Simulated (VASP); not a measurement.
Input of a VASP 6.6.1 run:

File INCAR:

```
  PREC = Accurate
  ENCUT = 520
  EDIFF = 1E-6
  ISMEAR = 0
  SIGMA = 0.02
  LREAL = False
  LASPH = True
  NELM = 80
  ALGO = Normal
  ISIF = 2
  LWAVE = False
  LCHARG = True
  GGA = PS
  LELF = True
  LVHAR = True
  NBANDS = 11
```

Contents of KPOINTS:

```
regular mesh
0
Gamma
  12 12 12
```

POSCAR

```
Si
1.0
    0.0000000000      2.7169171024      2.7169171024
    2.7169171024      0.0000000000      2.7169171024
    2.7169171024      2.7169171024      0.0000000000
Si
2
Direct
    0.7500000000      0.7500000000      0.7500000000
    0.5000000000      0.5000000000      0.5000000000
```

Potentials or basis: VASP PAW PBE potentials, release 64 (Si).

The run is started by

```sh
$ cat potpaw_PBE.64/Si/POTCAR > POTCAR
$ mpirun -np 1 vasp_std > vasp.out
```

**Question.** Predict the pressure.

**Answer.** 0.1 GPa.

**Question.** Predict the band gap on the k mesh.

**Answer.** 0.46 eV, indirect (least direct gap 2.52 eV).

Caveat: the PAW data sets were made with another functional, which shifts forces and pressure a little. A hybrid or GW would open this gap; PBEsol tends to underestimate it.
